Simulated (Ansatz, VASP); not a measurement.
# TiO2: VASP beside Ansatz

The input INCAR:

```
  PREC = Accurate
  ENCUT = 520
  EDIFF = 1E-7
  ISMEAR = -1
  SIGMA = 0.05
  LREAL = False
  LASPH = True
  NELM = 80
  ALGO = Normal
  ISIF = 2
  LWAVE = False
  LCHARG = False
  GGA = CA
  NBANDS = 33
```

File KPOINTS:

```
regular mesh
0
Gamma
  7 7 10
```

POSCAR

```
TiO2
1.0
    4.6399400000      0.0000000000      0.0000000000
    0.0000000000      4.6399400000      0.0000000000
    0.0000000000      0.0000000000      2.9590000000
Ti O
2 4
Direct
    0.0000000000      0.0000000000      0.0000000000
    0.5000000000      0.5000000000      0.5000000000
    0.3060000000      0.3060000000      0.0000000000
    0.1940000000      0.8060000000      0.5000000000
    0.6940000000      0.6940000000      0.0000000000
    0.8060000000      0.1940000000      0.5000000000
```

Input for Ansatz:

```yaml
crystal:
  lattice:
    - [4.63994, 0.0, 0.0]
    - [0.0, 4.63994, 0.0]
    - [0.0, 0.0, 2.959]
  atoms:
    - { symbol: Ti, position: [0.0, 0.0, 0.0] }
    - { symbol: Ti, position: [0.5, 0.5, 0.5] }
    - { symbol: O, position: [0.306, 0.306, 0.0] }
    - { symbol: O, position: [0.194, 0.806, 0.5] }
    - { symbol: O, position: [0.694, 0.694, 0.0] }
    - { symbol: O, position: [0.806, 0.194, 0.5] }
kpoints:
  mp_grid: { grid: [7, 7, 10] }
  band_path:
    path:
      - [0.0, 0.0, 0.0]
      - [0.0, 0.5, 0.0]
      - [0.5, 0.5, 0.0]
      - [0.0, 0.0, 0.0]
      - [0.0, 0.0, 0.5]
      - [0.0, 0.5, 0.5]
      - [0.5, 0.5, 0.5]
      - [0.0, 0.0, 0.5]
      - [0.0, 0.5, 0.0]
    npoints: 5
scf:
  occupations: { method: fermi_dirac, width: 0.05 }
hamiltonian:
  xc: lda
  pseudopotentials: { kind: all_electron, lapw: { basis_error: 0.0005 } }
output:
  forces: true
  stress: true
  eigenvalues: true
```

Change from the starting cell: equal xx and yy strain of +1 %.

Alike in both runs: task single point; functional LDA; k mesh 7 × 7 × 10; occupations fermi-dirac, width 0.05 eV; no spin polarisation.

|  | VASP | Ansatz |
| --- | --- | --- |
| version | VASP 6.6.1 | Ansatz 0.2.0 |
| potentials or method | VASP PAW LDA potentials, release 64 (Ti_sv, O), cutoff 520 eV | all-electron LAPW, scalar-relativistic |

```tsv
	VASP	Ansatz	Ansatz less VASP
pressure (GPa)	-10.7	-11.6	-0.91
traceless stress, the component that is largest in VASP (GPa)	-0.97	-1.26	-0.283
rms of the force components (eV/Å)	0.010	0.007	-0.0027
```

LDA's correlation is that of Perdew and Zunger in VASP and of Perdew and Wang (1992) in Ansatz. Atom by atom the forces differ by 0.017 eV/Å (rms over components). Ansatz ran all-electron here, and VASP with PAW potentials.
